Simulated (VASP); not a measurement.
Write the native input for VASP 6.6.1 that does the following.

| Item | Value |
| --- | --- |
| Task | single point |
| Functional | PBE |
| Potentials or basis | VASP PAW PBE potentials, release 64 (Rh_pv) |
| Cutoff | 500 eV |
| k mesh | 17 × 17 × 17 |
| Occupations | fermi-dirac, width 1 eV |
| Spin | no spin polarisation |
| Dipole correction | no |
| Further INCAR settings | ALGO = Normal; EDIFF = 1e-06; NBANDS = 14 |

The structure of Rh lies in POSCAR:

```
Rh
1.0
    0.0000000000      1.9999751530      1.9999751530
    1.9999751530      0.0000000000      1.9999751530
    1.9999751530      1.9999751530      0.0000000000
Rh
1
Direct
    0.0000000000      0.0000000000      0.0000000000
```

These files were run (other wordings do the same):

INCAR

```
ALGO = Normal
EDIFF = 1E-6
ENCUT = 500
GGA = PE
GGA_COMPAT = False
ISIF = 2
ISMEAR = -1
LASPH = True
LCHARG = False
LREAL = False
LWAVE = False
NBANDS = 14
NELM = 120
PREC = Accurate
SIGMA = 1.0
```

KPOINTS

```
k-points
0
Gamma
  17 17 17
```

Potentials or basis: VASP PAW PBE potentials, release 64 (Rh_pv).

Run with:

```bash
$ cat potpaw_PBE.64/Rh_pv/POTCAR > POTCAR
$ mpirun -np 1 vasp_std > vasp.out
```

It gave:

```yaml
Pressure: 0.1 GPa
Band_gap_on_the_k_mesh: zero (an odd number of electrons rules out a gap without spin polarisation)
```

Caveat: so wide a smearing shifts energies and pressures.

It took 11 s on 1 thread of Intel(R) Xeon(R) 6975P-C (Granite Rapids), on a shared host, peak memory 0.16 GiB.
